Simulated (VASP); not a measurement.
A run of VASP 6.6.1 is set up as follows.

File INCAR:

```
PREC = Accurate
ENCUT = 600
EDIFF = 1E-6
ISMEAR = -1
SIGMA = 0.05
LREAL = False
LASPH = True
NELM = 60
ALGO = Normal
ISIF = 3
LWAVE = False
LCHARG = False
GGA = PS
IBRION = 2
NSW = 80
EDIFFG = -0.01
PSTRESS = 200.0
```

KPOINTS

```
Automatic mesh
0
Gamma
  11 11 11
```

File POSCAR:

```
Ti
1.0
    0.0000000000      2.0300000000      2.0300000000
    2.0300000000      0.0000000000      2.0300000000
    2.0300000000      2.0300000000      0.0000000000
Ti
1
Direct
    0.0000000000      0.0000000000      0.0000000000
```

Potentials or basis: VASP PAW PBE potentials, release 64 (Ti_sv).

Run with:

```sh
$ cat potpaw_PBE.64/Ti_sv/POTCAR > POTCAR
$ mpirun -np 1 vasp_std > vasp.out
```

Task: Estimate the space group after relaxing (to 0.05 Å).

Result: Fm-3m (No. 225).

Task: Predict the relaxed cell.

Result: a = 2.735 Å, b = 2.735 Å, c = 2.735 Å, α = 60.00°, β = 60.00°, γ = 60.00°.

Task: Estimate the band gap on the k mesh.

Result: Zero (band 6 reaches 11.14 eV, above the bottom of band 7 at 9.84 eV).

Task: Estimate the relaxed volume.

Result: 14.47 Å³/atom.

Step by step:
| step | energy change (eV) | largest force (eV/Å) | pressure (GPa) | volume (Å³) |
| --- | --- | --- | --- | --- |
| 1 | 0.0000 | 0.0000 | -0.81 | 16.73 |
| 2 | 0.7282 | 0.0000 | 63.74 | 12.00 |
| 3 | 0.1073 | 0.0000 | 18.58 | 14.57 |
| 4 | 0.1199 | 0.0000 | 20.02 | 14.47 |

Caveat: the cell is relaxed towards a set pressure, so the enthalpy falls and the energy may rise; the PAW data sets were made with another functional, which shifts forces and pressure a little.
